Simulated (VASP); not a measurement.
Set up this calculation in VASP 6.6.1, as the native input.

```
Task                   : relaxation of the atoms
Functional             : LDA
Potentials or basis    : VASP PAW LDA potentials, release 64 (Al)
Cutoff                 : 520 eV
k mesh                 : 14 × 10 × 1
Occupations            : fermi-dirac, width 0.08 eV
Spin                   : no spin polarisation
Dipole correction      : yes
Further INCAR settings : ALGO = Normal; EDIFF = 1e-07; IBRION = 2; EDIFFG = -0.01; NSW = 32
```

The structure of Al lies in POSCAR:

```
Al
1.0
    2.8165331402      0.0000000000      0.0000000000
    0.0000000000      3.9831793658      0.0000000000
    0.0000000000      0.0000000000     17.4083000000
Al
2
Direct
    0.2500000000      0.2500000000      0.4716991044
    0.7500000000      0.7500000000      0.5283008956
```

These files were run (other wordings do the same):

INCAR

```
  ALGO = Normal
  DIPOL = 0.5 0.5 0.500
  EDIFF = 1E-7
  EDIFFG = -0.01
  ENCUT = 520
  GGA = CA
  IBRION = 2
  IDIPOL = 3
  ISIF = 2
  ISMEAR = -1
  LASPH = True
  LCHARG = False
  LDIPOL = True
  LREAL = False
  LWAVE = False
  NELM = 60
  NSW = 32
  PREC = Accurate
  SIGMA = 0.08
```

KPOINTS

```
k-points
0
Gamma
  14 10 1
```

Potentials or basis: VASP PAW LDA potentials, release 64 (Al).

Command:

```bash
$ cat potpaw_LDA.64/Al/POTCAR > POTCAR
$ mpirun -np 1 vasp_std > vasp.out
```

It gave:

| Item | Value |
| --- | --- |
| Largest force after relaxing | 0.008 eV/Å |
| Band gap on the k mesh | zero (bands 3 and 4 overlap by 2.99 eV) |

Caveat: the relaxation stopped at its first step, so nothing moved.

Wall time 46 s on 1 thread of Intel(R) Xeon(R) 6975P-C (Granite Rapids), with other jobs on the host, peak memory 0.26 GiB.
